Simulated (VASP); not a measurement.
A run of VASP 6.6.1 is set up as follows.

File INCAR:

```
SYSTEM = CdSe
  ALGO = Normal
  EDIFF = 1E-8
  ENCUT = 520
  ISIF = 2
  ISMEAR = -1
  LASPH = .TRUE.
  LCHARG = .FALSE.
  LEFG = .TRUE.
  LREAL = .FALSE.
  LWAVE = .FALSE.
  NBANDS = 16
  NELM = 80
  PREC = Accurate
  SIGMA = 0.03
```

File KPOINTS:

```
k-points
0
G
  8 8 8
  0 0 0
```

POSCAR

```
CdSe
1.0
    0.0000000000      3.1316766226      3.0702711986
    3.1316766226      0.0000000000      3.0702711986
    3.1316766226      3.1316766226      0.0000000000
Cd Se
1 1
Direct
    0.0000000000      0.0000000000      0.0000000000
    0.2500000000      0.2500000000      0.2500000000
```

Potentials or basis: VASP PAW LDA potentials, release 64 (Cd, Se).

Command:

```console
$ cat potpaw_LDA.64/Cd/POTCAR potpaw_LDA.64/Se/POTCAR > POTCAR
$ mpirun -np 1 vasp_std > vasp.out
```

Task: Estimate the band gap on the k mesh.

Result: 0.19 eV, direct.

Task: What does it give for the pressure?

Result: -4.5 GPa.

Electric field gradients, principal values (V/Å²):
```csv
atom,least,middle,greatest (by size)
1 Cd,-2.783,-2.785,5.568
2 Se,3.740,3.741,-7.481
```

Caveat: the cell differs from its parent crystal (equal xx and yy strain of +2 %); without QUAD_EFG the Cq values of the log hold for a quadrupole moment of 1 mb, not for the nuclei.
